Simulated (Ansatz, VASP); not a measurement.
**Co in VASP and in Ansatz**

File INCAR:

```
SYSTEM = Co
ALGO = Normal
EDIFF = 1E-6
ENCUT = 520
GGA = PE
ISIF = 2
ISMEAR = -1
ISPIN = 2
LASPH = .TRUE.
LCHARG = .FALSE.
LMAXMIX = 4
LORBIT = 11
LREAL = .FALSE.
LWAVE = .FALSE.
MAGMOM = 2
NBANDS = 14
NELM = 150
PREC = Accurate
SIGMA = 0.05
```

KPOINTS

```
k-points
0
G
  13 13 13
  0 0 0
```

Contents of POSCAR:

```
Co
1.0
    0.0000000000      1.7448672340      1.7448672340
    1.7448672340      0.0000000000      1.7448672340
    1.7448672340      1.7448672340      0.0000000000
Co
1
Direct
    0.0000000000      0.0000000000      0.0000000000
```

Contents of input.yaml:

```yaml
crystal:
  lattice:
    - [0.0, 1.744867234, 1.744867234]
    - [1.744867234, 0.0, 1.744867234]
    - [1.744867234, 1.744867234, 0.0]
  atoms:
    - { symbol: Co, position: [0.0, 0.0, 0.0], spin: 2.0 }
kpoints:
  mp_grid: { grid: [13, 13, 13] }
scf:
  occupations: { method: fermi_dirac, width: 0.05 }
hamiltonian:
  xc: pbe
  pseudopotentials: { kind: all_electron, lapw: { basis_error: 0.0005 } }
magnetization:
  spin_polarized: true
output:
  forces: true
  stress: true
  eigenvalues: true
```

Change from the starting cell: volume scaled by 0.98.

Alike in both runs: task single point; functional PBE; k mesh 13 × 13 × 13; occupations fermi-dirac, width 0.05 eV; collinear spin.

```csv
,VASP,Ansatz
version,VASP 6.6.1,Ansatz 0.2.0
potentials or method,"VASP PAW PBE potentials, release 64 (Co), cutoff 520 eV","all-electron LAPW, scalar-relativistic"
```

```csv
,VASP,Ansatz,Ansatz less VASP
gap on the k mesh at the Fermi level (eV),none,none,-
pressure (GPa),5.1,5.8,+0.69
net moment per atom (μB),1.62,1.63,+0.007
size of the moment on the site where the two differ most (μB),1.64,1.68,+0.043
```

Site moments also hang on the region over which each program counts them. A gap of «none» marks a metal or a gap that the smearing closes. Ansatz ran all-electron here, and VASP with PAW potentials.
